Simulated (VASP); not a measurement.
# SrO (Fm-3m) in VASP: notebook

SrO is run at these levels: PBE+D3(BJ), BLYP+D3(BJ); tasks: single point.

All numbers are computed with VASP 6.6.1; they aren't measurements. Logs are shortened: lines on timing, memory, paths and dates and some standing lists are left out, and cuts for length are marked.

### Step 1. The cell of the first run

The structure is cubic, space group Fm-3m (No. 225). Conventional cell: a = 5.189 Å, b = 5.189 Å, c = 5.189 Å, α = 90.00°, β = 90.00°, γ = 90.00°. Within 3.4 Å of Sr (site symmetry m-3m) lie 6 O at 2.59 Å. O (site symmetry m-3m) has 6 Sr at 2.59 Å within 3.4 Å.

### Step 2. Single point, PBE+D3(BJ) (volume scaled by 1.02)

INCAR reads:

```
ALGO     = Normal         # electronic algorithm
EDIFF    = 1E-6           # SCF threshold, eV
ENCUT    = 520            # plane-wave cutoff, eV
GGA      = PE             # functional
ISIF     = 2              # what is computed and relaxed
ISMEAR   = 0              # smearing method
IVDW     = 12             # dispersion correction
LASPH    = True           # aspherical terms in the spheres
LCHARG   = False          # write CHGCAR
LREAL    = False          # projectors in reciprocal space
LWAVE    = False          # write WAVECAR
NBANDS   = 15             # bands
NELM     = 60             # most SCF steps
PREC     = Accurate       # precision mode
SIGMA    = 0.05           # smearing width, eV
```

KPOINTS reads:

```
k-points
0
Gamma
  8 8 8
```

POSCAR reads:

```
SrO
1.0
    0.0000000000      2.5943634709      2.5943634709
    2.5943634709      0.0000000000      2.5943634709
    2.5943634709      2.5943634709      0.0000000000
Sr O
1 1
Direct
    0.5000000000      0.5000000000      0.5000000000
    0.0000000000      0.0000000000      0.0000000000
```

Potentials or basis: VASP PAW PBE potentials, release 64 (Sr_sv, O).

On the command line:

```bash
$ cat potpaw_PBE.64/Sr_sv/POTCAR potpaw_PBE.64/O/POTCAR > POTCAR
$ mpirun -np 1 vasp_std > vasp.out
```

OUTCAR:

```text
EDIFF = 1E-6
   ENCUT = 520
   GGA = PE
   ISIF = 2
   ISMEAR = 0
   IVDW = 12
   LASPH = True
   LREAL = False
   NELM = 60
   PREC = Accurate
 IVDW          = 12

 ion  position               nearest neighbor table
   1  0.500  0.500  0.500-   2 2.59   2 2.59   2 2.59   2 2.59   2 2.59   2 2.59
   2  0.000  0.000  0.000-   1 2.59   1 2.59   1 2.59   1 2.59   1 2.59   1 2.59

  LATTYP: Found a face centered cubic cell.
 ALAT       =     5.1887269418

  Lattice vectors:

 A1 = (   0.0000000000,   2.5943634709,   2.5943634709)
 A2 = (   2.5943634709,   0.0000000000,   2.5943634709)
 A3 = (   2.5943634709,   2.5943634709,   0.0000000000)

Analysis of symmetry for initial positions (statically):
=====================================================================
 Subroutine PRICEL returns:
 Original cell was already a primitive cell.

 Routine SETGRP: Setting up the symmetry group for a
 face centered cubic supercell.

 Subroutine GETGRP returns: Found 48 space group operations
 (whereof 48 operations were pure point group operations)
 out of a pool of 48 trial point group operations.

The static configuration has the point symmetry O_h .

Analysis of symmetry for dynamics (positions and initial velocities):
=====================================================================
 Subroutine PRICEL returns:
 Original cell was already a primitive cell.

 Routine SETGRP: Setting up the symmetry group for a
 face centered cubic supercell.

 Subroutine GETGRP returns: Found 48 space group operations
 (whereof 48 operations were pure point group operations)
 out of a pool of 48 trial point group operations.

The dynamic configuration has the point symmetry O_h .

 Subroutine INISYM returns: Found 48 space group operations
 (whereof 48 operations are pure point group operations),
 and found     1 'primitive' translations

----------------------------------------------------------------------------------------

                                     Primitive cell

  volume of cell :      34.9239

  direct lattice vectors                    reciprocal lattice vectors
     0.000000000  2.594363471  2.594363471    -0.192725501  0.192725501  0.192725501
     2.594363471  0.000000000  2.594363471     0.192725501 -0.192725501  0.192725501
     2.594363471  2.594363471  0.000000000     0.192725501  0.192725501 -0.192725501

  length of vectors
     3.668984006  3.668984006  3.668984006     0.333810360  0.333810360  0.333810360

  position of ions in fractional coordinates (direct lattice)
     0.500000000  0.500000000  0.500000000
     0.000000000  0.000000000  0.000000000

  ion indices of the primitive-cell ions
   primitive index   ion index
                 1           1
                 2           2

----------------------------------------------------------------------------------------

 KPOINTS: k-points

Automatic generation of k-mesh.
 Grid dimensions read from file:
 generate k-points for:    8    8    8

 Generating k-lattice:

  Cartesian coordinates                     Fractional coordinates (reciprocal lattice)
    -0.024090688  0.024090688  0.024090688     0.125000000  0.000000000  0.000000000
     0.024090688 -0.024090688  0.024090688     0.000000000  0.125000000  0.000000000
     0.024090688  0.024090688 -0.024090688     0.000000000  0.000000000  0.125000000

  Length of vectors
     0.041726295  0.041726295  0.041726295

  Shift w.r.t. Gamma in fractional coordinates (k-lattice)
     0.000000000  0.000000000  0.000000000

 Subroutine IBZKPT returns following result:
 ===========================================

 Found     29 irreducible k-points:

 Following reciprocal coordinates:
            Coordinates               Weight
  0.000000  0.000000  0.000000      1.000000
  0.125000  0.000000  0.000000      8.000000
  0.250000  0.000000  0.000000      8.000000
  0.375000  0.000000  0.000000      8.000000
  0.500000  0.000000  0.000000      4.000000
  0.125000  0.125000  0.000000      6.000000
[... 16 lines left out ...]
  0.500000  0.250000  0.125000     48.000000
 -0.375000  0.250000  0.125000     24.000000
 [... further k-points ...]
   k-points           NKPTS =     29   k-points in BZ     NKDIM =     29   number of bands    NBANDS=     15
   number of dos      NEDOS =    301   number of ions     NIONS =      2
   total plane-waves  NPLWV =  21952
   dimension x,y,z NGX =    28 NGY =   28 NGZ =   28
   dimension x,y,z NGXF=    56 NGYF=   56 NGZF=   56
   ions per type =               1   1
   NGX,Y,Z   is equivalent  to a cutoff of  12.69, 12.69, 12.69 a.u.
   NGXF,Y,Z  is equivalent  to a cutoff of  25.37, 25.37, 25.37 a.u.
 SYSTEM =  unknown system
   PREC   = accura    normal or accurate (medium, high low for compatibility)
   ISTART =      0    job   : 0-new  1-cont  2-samecut
   ICHARG =      2    charge: 1-file 2-atom 10-const
   ISPIN  =      1    spin polarized calculation?
   LNONCOLLINEAR =      F non collinear calculations
   LSORBIT =      F    spin-orbit coupling
   LASPH  =      T    aspherical Exc in radial PAW
   ENCUT  =  520.0 eV  38.22 Ry    6.18 a.u.   6.82  6.82  6.82*2*pi/ulx,y,z
   NELM   =     60;   NELMIN=  2; NELMDL= -5     # of ELM steps
   EDIFF  = 0.1E-05   stopping-criterion for ELM
   LREAL  =      F    real-space projection
   EDIFFG = 0.1E-04   stopping-criterion for IOM
   NSW    =      0    number of steps for IOM
   IBRION =     -1    ionic relax: 0-MD 1-quasi-New 2-CG
   NFREE  =      0    steps in history (QN), initial steepest desc. (CG)
   ISIF   =      2    stress and relaxation
   ISYM   =      2    0-nonsym 1-usesym 2-fastsym
   POTIM  = 0.5000    time-step for ionic-motion
   TEBEG  =    0.0;   TEEND  =   0.0 temperature during run
   PSTRESS=    0.0 pullay stress
   NELECT =      16.0000    total number of electrons
   NUPDOWN=      -1.0000    fix difference up-down
   EMIN   =  10.00;   EMAX   =-10.00  energy-range for DOS
   EFERMI =   0.00;   METHOD = LEGACY
   ISMEAR =     0;   SIGMA  =   0.05  broadening in eV -4-tet -1-fermi 0-gaus
   EFERMI_NEDOS =   21; number of points for ismear=-14 and -15
   IALGO  =     38    algorithm
   IMIX   =      4    mixing-type and parameters
     AMIX     =   0.40;   BMIX     =  1.00
     AMIX_MAG =   1.60;   BMIX_MAG =  1.00
  volume/ion in A,a.u.               =      17.46       117.84
  Fermi-wavevector in a.u.,A,eV,Ry     =   1.262043  2.384915 21.670699  1.592751
  Thomas-Fermi vector in A             =   2.395471
   LORBIT       =      0    0 simple, 1 ext, 2 COOP (PROOUT), +10 PAW based schemes
   GGA     = PE    functional components
   LHFCALC =     F    Hartree Fock is set to
   AEXX    =    0.0000 exact exchange contribution
   IVDW    =    12    specifies the selected vdW correction
   LEPSILON=     F    determine dielectric tensor
   LRPA    =     F    only Hartree local field effects (RPA)
 non-spin polarized calculation
 Gauss-broadening in eV      SIGMA  =   0.05
  energy-cutoff  :      520.00
  volume of cell :       34.92
 maximum number of plane-waves:       960
   NGX = 13   NGY = 13   NGZ = 13

 number of electron      15.9999999 magnetization

 Free energy of the ion-electron system (eV)
  ---------------------------------------------------
  ext. energy  EPLUGINS =         0.00000000
  ---------------------------------------------------
  free energy    TOTEN  =       -12.05406580 eV

  energy without entropy =      -12.05406580  energy(sigma->0) =      -12.05406580

 E-fermi :   1.7486     XC(G=0):  -9.8990

 val. band max:        1.5371141477   @ k =   0.0000   0.0000   0.0000
 cond. band min:       4.8157519649   @ k =   0.5000   0.5000   0.0000
 fundamental gap:      3.2786378172
 Fermi energy:         1.7485756494

 k-point     1 :       0.0000    0.0000    0.0000
  band No.  band energies     occupation
      1     -30.9484      2.00000
      2     -13.5190      2.00000
      3     -12.6133      2.00000
      4     -12.6133      2.00000
      5     -12.6133      2.00000
      6       1.5371      2.00000
      7       1.5371      2.00000
      8       1.5371      2.00000
      9       5.3290      0.00000
     10       7.6870      0.00000
     11       7.6870      0.00000
     12       7.6870      0.00000
     13       9.7937      0.00000
     14       9.7937      0.00000
     15      14.1142      0.00000

 k-point     2 :       0.1250    0.0000    0.0000
  band No.  band energies     occupation
      1     -30.9308      2.00000
      2     -13.8908      2.00000
      3     -12.6247      2.00000
      4     -12.6247      2.00000
      5     -12.2855      2.00000
      6       1.0916      2.00000
      7       1.3497      2.00000
      8       1.3497      2.00000
      9       6.0170      0.00000
     10       7.5395      0.00000
     11       7.9833      0.00000
     12       7.9833      0.00000
     13      10.1828      0.00000
     14      10.1828      0.00000
     15      15.0800      0.00000

 k-point     3 :       0.2500    0.0000    0.0000
  band No.  band energies     occupation
      1     -30.8878      2.00000
      2     -14.4454      2.00000
      3     -12.6521      2.00000
      4     -12.6521      2.00000
      5     -11.8380      2.00000
      6       0.2861      2.00000
      7       0.9440      2.00000
      8       0.9440      2.00000
      9       7.4052      0.00000
     10       7.5912      0.00000
     11       8.7858      0.00000
     12       8.7858      0.00000
     13      11.1583      0.00000
     14      11.1583      0.00000
     15      16.9844      0.00000
[... 343 lines left out ...]
 k-point    23 :       0.5000    0.2500    0.1250
  band No.  band energies     occupation
      1     -30.8219      2.00000
      2     -14.6294      2.00000
      3     -12.9468      2.00000
      4     -12.7732      2.00000
      5     -11.7995      2.00000
      6       0.0287      2.00000
      7       0.6391      2.00000
      8       1.0178      2.00000
      9       7.0403      0.00000
     10       8.5503      0.00000
     11      10.2511      0.00000
     12      10.4562      0.00000
     13      12.3700      0.00000
     14      13.3041      0.00000
     15      15.5094      0.00000

 k-point    24 :      -0.3750    0.2500    0.1250
  band No.  band energies     occupation
      1     -30.8075      2.00000
      2     -14.6935      2.00000
      3     -12.9681      2.00000
      4     -12.8219      2.00000
      5     -11.7701      2.00000
      6      -0.0054      2.00000
      7       0.6982      2.00000
      8       0.7635      2.00000
      9       7.8050      0.00000
     10       8.1608      0.00000
     11      10.6170      0.00000
     12      10.8583      0.00000
     13      12.8771      0.00000
     14      14.1794      0.00000
     15      14.5551      0.00000

 [... further k-points ...]

------------------------ aborting loop because EDIFF is reached ----------------------------------------

 Edisp (eV)   -0.47788

 E8    (eV) :    -0.2329

  FORCE on cell =-STRESS in cart. coord.  units (eV):
  Direction    XX          YY          ZZ          XY          YZ          ZX
  --------------------------------------------------------------------------------------
  -------------------------------------------------------------------------------------
  Total      -0.31403    -0.31403    -0.31403     0.00000    -0.00000     0.00000
  in kB     -14.40660   -14.40660   -14.40660     0.00000    -0.00000     0.00000
  external pressure =      -14.41 kB  Pullay stress =        0.00 kB

 VOLUME and BASIS-vectors are now :
 -----------------------------------------------------------------------------
  energy-cutoff  :      520.00
  volume of cell :       34.92
      direct lattice vectors                 reciprocal lattice vectors
     0.000000000  2.594363471  2.594363471    -0.192725501  0.192725501  0.192725501
     2.594363471  0.000000000  2.594363471     0.192725501 -0.192725501  0.192725501
     2.594363471  2.594363471  0.000000000     0.192725501  0.192725501 -0.192725501

 POSITION                                       TOTAL-FORCE (eV/Angst)
 -----------------------------------------------------------------------------------
      2.59436      2.59436      2.59436         0.000000     -0.000000      0.000000
      0.00000      0.00000      0.00000         0.000000      0.000000     -0.000000
 -----------------------------------------------------------------------------------
    total drift:                                0.000000      0.000000      0.000000

  FREE ENERGIE OF THE ION-ELECTRON SYSTEM (eV)
  ---------------------------------------------------
  free  energy   TOTEN  =       -12.5319424410 eV

  energy  without entropy=      -12.5319424410  energy(sigma->0) =      -12.53194244
```

Run time: 18 s. Hardware: 1 thread of AMD EPYC 7R43 (Zen 3), shared host; peak memory 0.14 GiB.

What came out:

```yaml
Free_energy: -12.5319 eV
Pressure: -1.4 GPa
Band_gap_on_the_k_mesh: 3.28 eV, indirect (least direct gap 3.38 eV)
Dispersion_energy_per_atom: -0.239 eV
```

Caveat: the cell differs from its parent crystal (volume scaled by 1.02); three body term missing.

### Step 3. Single point, BLYP+D3(BJ)

This run uses another cell than the first one, of 16.97 Å³/atom, 0.972 times its volume.

INCAR reads:

```
SYSTEM = SrO
AGGAC = 1.0
AGGAX = 1.0
ALDAC = 0.0
ALDAX = 1.0
ALGO = Normal
EDIFF = 1E-7
ENCUT = 520
GGA = B5
ISIF = 2
ISMEAR = 0
IVDW = 12
LASPH = .TRUE.
LCHARG = .FALSE.
LREAL = .FALSE.
LWAVE = .FALSE.
NBANDS = 15
NELM = 100
PREC = Accurate
SIGMA = 0.05
VDW_A1 = 0.4298
VDW_A2 = 4.2359
VDW_S6 = 1.0
VDW_S8 = 2.6996
```

KPOINTS reads:

```
k-points
0
G
  8 8 8
  0 0 0
```

POSCAR reads:

```
SrO
1.0
    0.0000000000      2.5697984671      2.5697984671
    2.5697984671      0.0000000000      2.5697984671
    2.5697984671      2.5697984671      0.0000000000
Sr O
1 1
Direct
    0.5000000000      0.5000000000      0.5000000000
    0.0000000000      0.0000000000      0.0000000000
```

Potentials or basis: VASP PAW PBE potentials, release 64 (Sr_sv, O).

On the command line:

```bash
$ cat potpaw_PBE.64/Sr_sv/POTCAR potpaw_PBE.64/O/POTCAR > POTCAR
$ mpirun -np 1 vasp_std > vasp.out
```

Run time: 36 s. Hardware: 1 thread of AMD EPYC 7R43 (Zen 3), shared host; peak memory 0.14 GiB.

It converged, with:

```
Free energy                : -12.6299 eV
Pressure                   : 0.7 GPa
Band gap on the k mesh     : 3.39 eV, indirect (least direct gap 3.48 eV)
Dispersion energy per atom : -0.587 eV
```

Levels at points of the mesh, in eV from the valence-band top:
| k point | band 6 | band 7 | band 8 | band 9 | band 10 | band 11 |
| --- | --- | --- | --- | --- | --- | --- |
| (0.00, 0.00, 0.00) | 0.00 | 0.00 | 0.00 | 4.24 | 6.22 | 6.22 |
| (0.50, 0.00, 0.00) | -2.12 | -1.13 | -1.13 | 6.64 | 8.78 | 8.82 |
| (0.50, 0.50, 0.00) | -0.40 | -0.08 | -0.08 | 3.39 | 7.85 | 10.14 |

Caveat: the PAW data sets were made with another functional, which shifts forces and pressure a little.
